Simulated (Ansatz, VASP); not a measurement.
Nb5O in VASP and in Ansatz

```xyz
6
Lattice="0.0000 3.4826 3.4826 3.4826 0.0000 3.4826 3.4826 3.4826 0.0000" Properties=species:S:1:pos:R:3 pbc="T T T"
Nb    1.7413    1.7413    1.7413
Nb    2.6205    4.3446    2.6205
Nb    2.6205    2.6205    4.3446
Nb    4.3446    4.3446    4.3446
Nb    4.3446    2.6205    2.6205
O     0.0000    0.0000    0.0000
```

Change from the starting cell: species swapped into the TbCu5 type (F-43m, No. 216).

Alike in both runs: task relaxation of cell and atoms; functional PBE; k mesh 4 × 4 × 4; occupations gaussian, width 0.1 eV; no spin polarisation.

|  | VASP | Ansatz |
| --- | --- | --- |
| version | VASP 6.6.1 | Ansatz 0.2.0 |
| potentials or method | VASP PAW PBE potentials, release 64 (Nb_sv, O), cutoff 600 eV | scalar-relativistic, plane waves, PAW |
| valence electrons in the cell | 71 | 71 |

```tsv
	VASP	Ansatz	Ansatz less VASP
gap on the k mesh at the Fermi level, each at its own relaxed structure (eV)	none	none	-
relaxed volume (Å³/atom)	18.35	18.38	+0.021
relaxed length of the cell vector where the two differ most in proportion (Å)	5.380	5.382	+0.0021
```

A gap of «none» marks a metal or a gap that the smearing closes.

The k mesh is coarse, so the values compare programs but aren't converged. Noted on VASP's run: the volume moved by over 15 % at a fixed basis, so the end points are rough.
